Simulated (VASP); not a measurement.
## TiO2: single point with PBE

TiO2:

```
Ti O
1.0
    -4.55824    4.55824    1.97757
     4.55824   -4.55824    1.97757
     4.55824    4.55824   -1.97757
Ti O
4 8
Direct
  0.22531 0.93884 0.23261
  0.01485 0.75880 0.67465
  0.97875 0.24204 0.31852
  0.71237 0.02116 0.73908
  0.52071 0.23057 0.66628
  0.18208 0.90628 0.96632
  0.13485 0.48433 0.64992
  0.02130 0.01698 0.28151
  0.85602 0.89841 0.71948
  0.93650 0.57816 0.35272
  0.88768 0.25320 0.01649
  0.60339 0.90374 0.39976
```

* Program: VASP 6.6.1
* Task: single point
* Functional: PBE
* Potentials or basis: VASP PAW PBE potentials, release 64 (Ti_sv, O)
* Cutoff: 520 eV
* k mesh: 3 × 3 × 2
* Occupations: fermi-dirac, width 0.24 eV
* Spin: no spin polarisation

```json
{
 "Pressure": "-6.6 GPa",
 "Largest force": "4.412 eV/Å",
 "Band gap on the k mesh": "2.08 eV (least direct gap 2.22 eV)"
}
```

Forces on the atoms (eV/Å):
```
Ti   1.569 -0.318  1.405
Ti   1.426 -0.065 -0.096
Ti   0.639 -1.572  3.081
Ti   1.292 -0.477  0.510
O   -1.118 -0.270 -0.296
O   -0.709  0.412 -0.387
O    0.695 -0.175  1.832
O   -1.758  1.321  1.431
O   -2.405  1.551 -0.108
O   -0.141  0.275 -2.404
O   -0.048  1.083 -0.963
O    0.559 -1.766 -4.005
```

Stress tensor (GPa, compression positive):
```
-8.77 -3.88 -1.00
-3.88 -3.74  0.63
-1.00  0.63 -7.42
```

Levels at points of the mesh, in eV from the valence-band top:
| k point | band 46 | band 47 | band 48 | band 49 | band 50 | band 51 |
| --- | --- | --- | --- | --- | --- | --- |
| (0.00, 0.00, 0.00) | -0.57 | -0.47 | -0.25 | 2.08 | 2.42 | 2.47 |
| (0.00, 0.00, 0.50) | -0.62 | -0.46 | -0.18 | 2.18 | 2.23 | 2.51 |

It took 2.5 min on 1 thread of Intel(R) Xeon(R) Platinum 8488C (Sapphire Rapids) (shared host), peak memory 0.36 GiB.

Caveat: the k points lie up to 0.58 Å⁻¹ apart; an odd mesh through Γ misses points on the zone boundary, where band edges can lie; forces of over 1 eV/Å act on the atoms, so gaps and moduli don't describe the material at rest.
